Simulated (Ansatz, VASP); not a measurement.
Two plane-wave programs on Fe

```xyz
8
Lattice="4.5138 0.0000 0.0000 0.0000 4.5138 0.0000 0.0000 0.0000 4.5138" Properties=species:S:1:pos:R:3 pbc="T T T"
Fe    2.2569    2.2569    2.2569
Fe    0.0000    0.0000    0.0000
Fe    1.1285    0.0000    2.2569
Fe    2.2569    1.1285    0.0000
Fe    2.2569    3.3854    0.0000
Fe    3.3854    0.0000    2.2569
Fe    0.0000    2.2569    3.3854
Fe    0.0000    2.2569    1.1285
```

Alike in both runs: functional PBE; k mesh 8 × 8 × 8; occupations gaussian, width 0.1 eV; collinear spin.

Ansatz relaxed the structure, and its values are those at the end. VASP's run is a single point on that final structure, the one shown.

|  | VASP | Ansatz |
| --- | --- | --- |
| version | VASP 6.6.1 | Ansatz 0.2.0 |
| potentials or method | VASP PAW PBE potentials, release 64 (Fe), cutoff 600 eV | scalar-relativistic, plane waves, PAW |
| valence electrons in the cell | 64 | 128 |

|  | VASP | Ansatz | Ansatz less VASP |
| --- | --- | --- | --- |
| gap on the k mesh at the Fermi level (eV) | none | none | - |
| pressure (GPa) | 0.2 | 0.0 | -0.16 |
| net moment per atom (μB) | 2.18 | 2.15 | -0.030 |
| size of the moment on the site where the two differ most (μB) | 2.11 | 2.12 | +0.003 |

Site moments also hang on the region over which each program counts them. A gap of «none» marks a metal or a gap that the smearing closes. VASP's potentials hold 64 valence electrons a cell and Ansatz's 128, so a difference there can come from the potentials and not from the codes.
